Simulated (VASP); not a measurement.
# Li3Hg2 (C2/m) in VASP: single point with PBE

Aim: the single point of Li3Hg2 with PBE.

Everything below comes from runs of VASP 6.6.1. Logs are shortened: lines on timing, memory, paths and dates and some standing lists are left out, and cuts for length are marked.

## (1) The cell of the first run

The structure is monoclinic, space group C2/m (No. 12). Conventional cell: a = 9.252 Å, b = 4.209 Å, c = 6.582 Å, α = 90.00°, β = 134.48°, γ = 90.00°. Li (site symmetry m) has 6 Li at 2.81 to 3.10 Å and 6 Hg at 2.83 to 2.98 Å within 3.7 Å. Within 3.8 Å of Li (site symmetry 2/m) lie 6 Hg at 2.87 to 3.09 Å and 6 Li at 2.96 to 3.05 Å. Hg (site symmetry m) has 9 Li at 2.83 to 3.09 Å and 3 Hg at 3.03 to 3.12 Å within 3.7 Å.

## (2) Single point, PBE

Input file INCAR:

```
SYSTEM = Li3Hg2
ALGO = Fast ; EDIFF = 1E-6
ENCUT = 520 ; GGA = PE
ISIF = 2 ; ISMEAR = 0
LASPH = .True. ; LCHARG = .False.
LREAL = .False. ; LWAVE = .False.
NBANDS = 24 ; NELM = 100
PREC = Accurate ; SIGMA = 0.1
```

Input file KPOINTS:

```
k-points
0
Gamma
  10 10 8
  0 0 0
```

Input file POSCAR:

```
Li3Hg2
1.0
    4.6260493400     -2.1044252370     -0.0183776568
    4.6260493400      2.1044252370     -0.0183776568
   -4.6219825581      0.0000000000      4.7142855882
Li Hg
3 2
Direct
    0.8031562295      0.8031562295      0.3882075381
    0.1968437705      0.1968437705      0.6117924619
    0.0000000000      0.0000000000      0.0000000000
    0.4203863955      0.4203863955      0.2059841048
    0.5796136045      0.5796136045      0.7940158952
```

Potentials or basis: VASP PAW PBE potentials, release 64 (Li_sv, Hg).

Launch:

```
cat potpaw_PBE.64/Li_sv/POTCAR potpaw_PBE.64/Hg/POTCAR > POTCAR
mpirun -np 1 vasp_std > vasp.out
```

OUTCAR:

```text
SYSTEM = Li3Hg2
   EDIFF = 1E-6
   ENCUT = 520
   GGA = PE
   ISIF = 2
   ISMEAR = 0
   LASPH = .True.
   LREAL = .False.
   NELM = 100
   PREC = Accurate

 ion  position               nearest neighbor table
   1  0.803  0.803  0.388-   4 2.83   5 2.87   5 2.92   5 2.92   4 2.98   4 2.98
   2  0.197  0.197  0.612-   5 2.83   4 2.87   4 2.92   4 2.92   5 2.98   5 2.98
   3  0.000  0.000  0.000-   5 2.87   5 2.87   4 2.87   4 2.87   4 3.09   5 3.09
   4  0.420  0.420  0.206-   1 2.83   3 2.87   3 2.87   2 2.87   2 2.92   2 2.92   1 2.98   1 2.98
                             5 3.03   3 3.09   5 3.12   5 3.12
   5  0.580  0.580  0.794-   2 2.83   3 2.87   3 2.87   1 2.87   1 2.92   1 2.92   2 2.98   2 2.98
                             4 3.03   3 3.09   4 3.12   4 3.12

  Warning from LATTYP: Got some problem with cell dimensions!
  Tried to take original basis but could not verify dimensions!
  LATTYP: Found a base centered monoclinic cell.
 ALAT       =     9.2521716876
 B/A-ratio  =     0.4549040610
 C/A-ratio  =     0.7113557228
 COS(beta)  =    -0.7006666883

  Lattice vectors:

 A1 = (  -4.6260493400,   2.1044252370,   0.0183776568)
 A2 = (  -4.6260493400,  -2.1044252370,   0.0183776568)
 A3 = (   4.6301161219,  -0.0000000000,   4.6775302746)

Analysis of symmetry for initial positions (statically):
=====================================================================
 Subroutine PRICEL returns:
 Original cell was already a primitive cell.

 Routine SETGRP: Setting up the symmetry group for a
 base centered monoclinic supercell.

 Subroutine GETGRP returns: Found  4 space group operations
 (whereof  4 operations were pure point group operations)
 out of a pool of  4 trial point group operations.

The static configuration has the point symmetry C_2h.

Analysis of symmetry for dynamics (positions and initial velocities):
=====================================================================
 Subroutine PRICEL returns:
 Original cell was already a primitive cell.

 Routine SETGRP: Setting up the symmetry group for a
 base centered monoclinic supercell.

 Subroutine GETGRP returns: Found  4 space group operations
 (whereof  4 operations were pure point group operations)
 out of a pool of  4 trial point group operations.

The dynamic configuration has the point symmetry C_2h.

 Subroutine INISYM returns: Found  4 space group operations
 (whereof  4 operations are pure point group operations),
 and found     1 'primitive' translations

----------------------------------------------------------------------------------------

                                     Primitive cell

  volume of cell :      91.4313

  direct lattice vectors                    reciprocal lattice vectors
     4.626049340 -2.104425237 -0.018377657     0.108506203 -0.237594566  0.106381713
     4.626049340  2.104425237 -0.018377657     0.108506203  0.237594566  0.106381713
    -4.621982558  0.000000000  4.714285588     0.000845977  0.000000000  0.212950632

  length of vectors
     5.082251058  5.082251058  6.602061146     0.282031634  0.282031634  0.212952312

  position of ions in fractional coordinates (direct lattice)
     0.803156229  0.803156229  0.388207538
     0.196843771  0.196843771  0.611792462
     0.000000000  0.000000000  0.000000000
     0.420386396  0.420386396  0.205984105
     0.579613604  0.579613604  0.794015895

  ion indices of the primitive-cell ions
   primitive index   ion index
                 1           1
                 2           2
                 3           3
                 4           4
                 5           5

----------------------------------------------------------------------------------------

 KPOINTS: k-points

Automatic generation of k-mesh.
 Grid dimensions read from file:
 generate k-points for:   10   10    8

 Generating k-lattice:

  Cartesian coordinates                     Fractional coordinates (reciprocal lattice)
     0.010850620 -0.023759457  0.010638171     0.100000000 -0.000000000  0.000000000
     0.010850620  0.023759457  0.010638171    -0.000000000  0.100000000  0.000000000
     0.000105747  0.000000000  0.026618829    -0.000000000 -0.000000000  0.125000000

  Length of vectors
     0.028203163  0.028203163  0.026619039

  Shift w.r.t. Gamma in fractional coordinates (k-lattice)
     0.000000000  0.000000000  0.000000000

 Subroutine IBZKPT returns following result:
 ===========================================

 Found    227 irreducible k-points:

 Following reciprocal coordinates:
            Coordinates               Weight
  0.000000  0.000000  0.000000      1.000000
  0.100000 -0.000000 -0.000000      4.000000
  0.200000 -0.000000 -0.000000      4.000000
  0.300000 -0.000000 -0.000000      4.000000
  0.400000 -0.000000 -0.000000      4.000000
  0.500000 -0.000000  0.000000      2.000000
[... 16 lines left out ...]
  0.300000  0.300000 -0.000000      2.000000
  0.400000  0.300000  0.000000      4.000000
 [... further k-points ...]
   k-points           NKPTS =    227   k-points in BZ     NKDIM =    227   number of bands    NBANDS=     24
   number of dos      NEDOS =    301   number of ions     NIONS =      5
   total plane-waves  NPLWV =  80000
   dimension x,y,z NGX =    40 NGY =   40 NGZ =   50
   dimension x,y,z NGXF=    80 NGYF=   80 NGZF=  100
   ions per type =               3   2
   NGX,Y,Z   is equivalent  to a cutoff of  13.08, 13.08, 12.59 a.u.
   NGXF,Y,Z  is equivalent  to a cutoff of  26.17, 26.17, 25.18 a.u.
 SYSTEM =  Li3Hg2
   PREC   = accura    normal or accurate (medium, high low for compatibility)
   ISTART =      0    job   : 0-new  1-cont  2-samecut
   ICHARG =      2    charge: 1-file 2-atom 10-const
   ISPIN  =      1    spin polarized calculation?
   LNONCOLLINEAR =      F non collinear calculations
   LSORBIT =      F    spin-orbit coupling
   LASPH  =      T    aspherical Exc in radial PAW
   ENCUT  =  520.0 eV  38.22 Ry    6.18 a.u.   9.45  9.45 12.28*2*pi/ulx,y,z
   NELM   =    100;   NELMIN=  2; NELMDL= -5     # of ELM steps
   EDIFF  = 0.1E-05   stopping-criterion for ELM
   LREAL  =      F    real-space projection
   EDIFFG = 0.1E-04   stopping-criterion for IOM
   NSW    =      0    number of steps for IOM
   IBRION =     -1    ionic relax: 0-MD 1-quasi-New 2-CG
   NFREE  =      0    steps in history (QN), initial steepest desc. (CG)
   ISIF   =      2    stress and relaxation
   ISYM   =      2    0-nonsym 1-usesym 2-fastsym
   POTIM  = 0.5000    time-step for ionic-motion
   TEBEG  =    0.0;   TEEND  =   0.0 temperature during run
   PSTRESS=    0.0 pullay stress
   NELECT =      33.0000    total number of electrons
   NUPDOWN=      -1.0000    fix difference up-down
   EMIN   =  10.00;   EMAX   =-10.00  energy-range for DOS
   EFERMI =   0.00;   METHOD = LEGACY
   ISMEAR =     0;   SIGMA  =   0.10  broadening in eV -4-tet -1-fermi 0-gaus
   EFERMI_NEDOS =   21; number of points for ismear=-14 and -15
   IALGO  =     68    algorithm
   IMIX   =      4    mixing-type and parameters
     AMIX     =   0.40;   BMIX     =  1.00
     AMIX_MAG =   1.60;   BMIX_MAG =  1.00
  volume/ion in A,a.u.               =      18.29       123.40
  Fermi-wavevector in a.u.,A,eV,Ry     =   1.165596  2.202656 18.485051  1.358613
  Thomas-Fermi vector in A             =   2.302119
   LORBIT       =      0    0 simple, 1 ext, 2 COOP (PROOUT), +10 PAW based schemes
   GGA     = PE    functional components
   LHFCALC =     F    Hartree Fock is set to
   AEXX    =    0.0000 exact exchange contribution
   IVDW    =     0    specifies the selected vdW correction
   LEPSILON=     F    determine dielectric tensor
   LRPA    =     F    only Hartree local field effects (RPA)
 non-spin polarized calculation
 RMM-DIIS sequential band-by-band and
 Gauss-broadening in eV      SIGMA  =   0.10
  energy-cutoff  :      520.00
  volume of cell :       91.43
 maximum number of plane-waves:      2511
 NGX is ok and might be reduce to    40
   NGX = 19   NGY = 19   NGZ = 25

 number of electron      32.9999999 magnetization

 Free energy of the ion-electron system (eV)
  ---------------------------------------------------
  ext. energy  EPLUGINS =         0.00000000
  ---------------------------------------------------
  free energy    TOTEN  =        -7.77551567 eV

  energy without entropy =       -7.76887327  energy(sigma->0) =       -7.77219447

 E-fermi :   2.4706     XC(G=0):  -9.3761

 val. band max:        2.4695133657   @ k =   0.2000  -0.0000   0.2500
 cond. band min:       2.4734128671   @ k =   0.3000   0.2000   0.1250
 fundamental gap:      0.0038995014
 Fermi energy:         2.4705633140

 k-point     1 :       0.0000    0.0000    0.0000
  band No.  band energies     occupation
      1     -44.0562      2.00000
      2     -44.0221      2.00000
      3     -44.0113      2.00000
      4      -5.3162      2.00000
      5      -5.2202      2.00000
      6      -5.1669      2.00000
[... 16 lines left out ...]
     23       8.1913      0.00000
     24       8.7862      0.00000

 k-point     2 :       0.1000   -0.0000   -0.0000
  band No.  band energies     occupation
      1     -44.0559      2.00000
      2     -44.0222      2.00000
      3     -44.0114      2.00000
      4      -5.2889      2.00000
      5      -5.2161      2.00000
      6      -5.1488      2.00000
[... 16 lines left out ...]
     23       8.5419      0.00000
     24       9.4261      0.00000

 k-point     3 :       0.2000   -0.0000   -0.0000
  band No.  band energies     occupation
      1     -44.0553      2.00000
      2     -44.0222      2.00000
      3     -44.0119      2.00000
      4      -5.2928      2.00000
      5      -5.1953      2.00000
      6      -5.1137      2.00000
[... 16 lines left out ...]
     23       8.6799      0.00000
     24      10.2195      0.00000
[... 514 lines left out ...]
 k-point    23 :       0.3000    0.3000   -0.0000
  band No.  band energies     occupation
      1     -44.0546      2.00000
      2     -44.0217      2.00000
      3     -44.0131      2.00000
      4      -5.3044      2.00000
      5      -5.2254      2.00000
      6      -5.1781      2.00000
[... 16 lines left out ...]
     23       9.3259      0.00000
     24       9.4285      0.00000

 k-point    24 :       0.4000    0.3000    0.0000
  band No.  band energies     occupation
      1     -44.0543      2.00000
      2     -44.0210      2.00000
      3     -44.0140      2.00000
      4      -5.3023      2.00000
      5      -5.2344      2.00000
      6      -5.1578      2.00000
[... 16 lines left out ...]
     23      10.3031      0.00000
     24      10.7099      0.00000

 [... further k-points ...]
[... 5 lines left out ...]
  --------------------------------------------------------------------------------------
  -------------------------------------------------------------------------------------
  Total       -0.0242775     -0.0041209      0.0265944      0.0000000      0.0000000     -0.0047480
  in kB       -0.4254222     -0.0722120      0.4660221      0.0000000      0.0000000     -0.0832002
  external PRESSURE =      -0.0105374 kB  Pullay stress =       0.0000000 kB

 VOLUME and BASIS-vectors are now :
 -----------------------------------------------------------------------------
  energy-cutoff  :      520.00
  volume of cell :       91.43
      direct lattice vectors                 reciprocal lattice vectors
     4.626049340 -2.104425237 -0.018377657     0.108506203 -0.237594566  0.106381713
     4.626049340  2.104425237 -0.018377657     0.108506203  0.237594566  0.106381713
    -4.621982558  0.000000000  4.714285588     0.000845977  0.000000000  0.212950632

 POSITION                                       TOTAL-FORCE (eV/Angst)
 -----------------------------------------------------------------------------------
      5.63659      0.00000      1.80060        -0.000806      0.000000      0.000107
     -1.00648      0.00000      2.87693         0.000806      0.000000     -0.000107
      0.00000      0.00000      0.00000        -0.000000      0.000000      0.000000
      2.93740      0.00000      0.95562         0.015242      0.000000      0.000605
      1.69271      0.00000      3.72191        -0.015242      0.000000     -0.000605
 -----------------------------------------------------------------------------------
    total drift:                               -0.000000      0.000000      0.000000

  FREE ENERGIE OF THE ION-ELECTRON SYSTEM (eV)
  ---------------------------------------------------
  free  energy   TOTEN  =        -7.7755156673 eV

  energy  without entropy=       -7.7688732734  energy(sigma->0) =       -7.77219447
```

Wall time 26 min (1 thread of Intel Xeon Platinum 8375C at 2.90GHz (Ice Lake), shared host); peak memory 0.57 GiB.

Results:

- Free energy: -7.7755 eV
- Largest force: 0.015 eV/Å
- Band gap on the k mesh: zero (an odd number of electrons rules out a gap without spin polarisation)

Forces on the atoms (eV/Å):
```
Li  -0.001  0.000  0.000
Li   0.001  0.000  0.000
Li   0.000  0.000  0.000
Hg   0.015  0.000  0.001
Hg  -0.015  0.000 -0.001
```

Caveat: the cutoff is under 1.25 times the usual one of these potentials, so pressure, stress and relaxed cells hold a basis-set (Pulay) error; spin-orbit coupling is left out, which moves the levels of the heavy elements.
